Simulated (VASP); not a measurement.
Wanted: the native input for a VASP 6.6.1 run.

```yaml
Task: single point
Functional: LDA
Potentials_or_basis: VASP PAW LDA potentials, release 64 (Ni, O)
Cutoff: 600 eV
k_mesh: 10 × 10 × 10
Occupations: gaussian, width 0.05 eV
Spin: collinear spin, antiferromagnetic start
Starting_moments: "[1.7, -1.7, 0.0, 0.0] μB"
Hubbard_terms: Ni d U = 4.2 eV
Dipole_correction: no
Further_INCAR_settings: ALGO = Normal; EDIFF = 1e-06; NBANDS = 28
```

The structure of NiO lies in POSCAR:

```
NiO
1.0
    0.0000000000      2.0913095126      2.0913095126
    2.0913095126      0.0000000000      2.0913095126
    4.1826190252      4.1826190252      0.0000000000
Ni O
2 2
Direct
    0.0000000000      0.0000000000      0.0000000000
    0.0000000000      0.0000000000      0.5000000000
    0.5000000000      0.5000000000      0.2500000000
    0.5000000000      0.5000000000      0.7500000000
```

One way to write it, as run:

INCAR

```
PREC = Accurate
ENCUT = 600
EDIFF = 1E-6
ISMEAR = 0
SIGMA = 0.05
LREAL = False
LASPH = True
NELM = 200
ALGO = Normal
ISIF = 2
LWAVE = False
LCHARG = False
ISPIN = 2
MAGMOM = 1.7 -1.7 0 0
LORBIT = 11
LMAXMIX = 4
LDAU = True
LDAUTYPE = 2
LDAUL = 2 -1
LDAUU = 4.2 0
LDAUJ = 0 0
LDAUPRINT = 1
GGA = CA
NBANDS = 28
GGA_COMPAT = False
```

KPOINTS

```
regular mesh
0
Gamma
  10 10 10
```

Potentials or basis: VASP PAW LDA potentials, release 64 (Ni, O).

The run is started by

```sh
$ cat potpaw_LDA.64/Ni/POTCAR potpaw_LDA.64/O/POTCAR > POTCAR
$ mpirun -np 1 vasp_std > vasp.out
```

Results of the run:

| Quantity | Value |
| --- | --- |
| Pressure | -18.7 GPa |
| Band gap on the k mesh | 2.26 eV |
| Net moment | 0.00 μB per cell |
| Site moments | Ni +1.58, -1.58; O +0.00 μB |
| Valence electrons inside the program's atomic spheres | Ni 9.04; O 4.95 |

Caveat: the cell stands under tension.

Run time: 7.2 min on 1 thread of Oxide Virtual Turin-like Processor, on a shared host, peak memory 0.28 GiB.
